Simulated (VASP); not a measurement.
Wanted: the native input for a VASP 6.6.1 run.

| Property | Result |
| --- | --- |
| Task | single point |
| Functional | PBE |
| Potentials or basis | VASP PAW PBE potentials, release 64 (B, N) |
| Cutoff | 520 eV |
| k mesh | 12 × 8 × 1 |
| Occupations | fermi-dirac, width 0.02 eV |
| Spin | no spin polarisation |
| Dipole correction | yes |
| Further INCAR settings | ALGO = Normal; EDIFF = 1e-07; NBANDS = 26 |

The structure of BN lies in POSCAR:

```
BN
1.0
    2.5630581729      0.0000000000      0.0000000000
    0.0000000000      3.6247116293      0.0000000000
    0.0000000000      0.0000000000     12.8220000000
B N
4 4
Direct
    0.0000000000      0.8335332904      0.3683759009
    0.5000000000      0.3764761338      0.4419057576
    0.0000000000      0.8764679690      0.5580961598
    0.5000000000      0.3335278475      0.6316242923
    0.5000000000      0.6500267814      0.3509591290
    0.0000000000      0.1399764569      0.4459070975
    0.5000000000      0.6399705440      0.5540915862
    0.0000000000      0.1500209770      0.6490408710
```

One way to write it, as run:

INCAR

```
SYSTEM = BN
PREC = Accurate ; ENCUT = 520
EDIFF = 1E-7 ; ISMEAR = -1
SIGMA = 0.02 ; LREAL = .False.
LASPH = .True. ; NELM = 100
ALGO = Normal ; ISIF = 2
LWAVE = .False. ; LCHARG = .True.
LDIPOL = .True. ; IDIPOL = 3
DIPOL = 0.5 0.5 0.500 ; GGA = PE
LELF = .True. ; LVHAR = .True.
LVACPOTAV = .True. ; NBANDS = 26
```

KPOINTS

```
Automatic mesh
0
Gamma
  12 8 1
  0 0 0
```

Potentials or basis: VASP PAW PBE potentials, release 64 (B, N).

Run with:

```console
$ cat potpaw_PBE.64/B/POTCAR potpaw_PBE.64/N/POTCAR > POTCAR
$ mpirun -np 1 vasp_std > vasp.out
```

Results of the run:

```
Largest force          : 0.031 eV/Å
Band gap on the k mesh : 2.60 eV (least direct gap 3.40 eV)
```

Wall time 78 s on 1 thread of Intel(R) Xeon(R) 6975P-C (Granite Rapids), with other jobs on the host, peak memory 0.25 GiB.
